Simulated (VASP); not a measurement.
**P: single point with PBEsol**

Crystal: P.

```
P
1.0
     0.00000    1.91729    1.91729
     1.91729    0.00000    1.91729
     1.91729    1.91729    0.00000
P
1
Direct
  0.00000 0.00000 0.00000
```

This isn't the form of P at room conditions, which is orthorhombic.

```
Program             : VASP 6.6.1
Task                : single point
Functional          : PBEsol
Potentials or basis : VASP PAW PBE potentials, release 64 (P)
Cutoff              : 520 eV
k mesh              : 15 × 15 × 15
Occupations         : fermi-dirac, width 0.136057 eV
Spin                : no spin polarisation
```

- Pressure: -0.5 GPa
- Band gap on the k mesh: zero (an odd number of electrons rules out a gap without spin polarisation)

Levels at points of the mesh, in eV from the Fermi level:
| k point | band 1 | band 2 | band 3 | band 4 | band 5 |
| --- | --- | --- | --- | --- | --- |
| (0.00, 0.00, 0.00) | -16.69 | 7.08 | 7.08 | 7.08 | 11.50 |

It took 15 s on 1 thread of Intel Xeon 8259CL, with other jobs on the host, peak memory 0.12 GiB.

Caveat: the PAW data sets were made with another functional, which shifts forces and pressure a little.
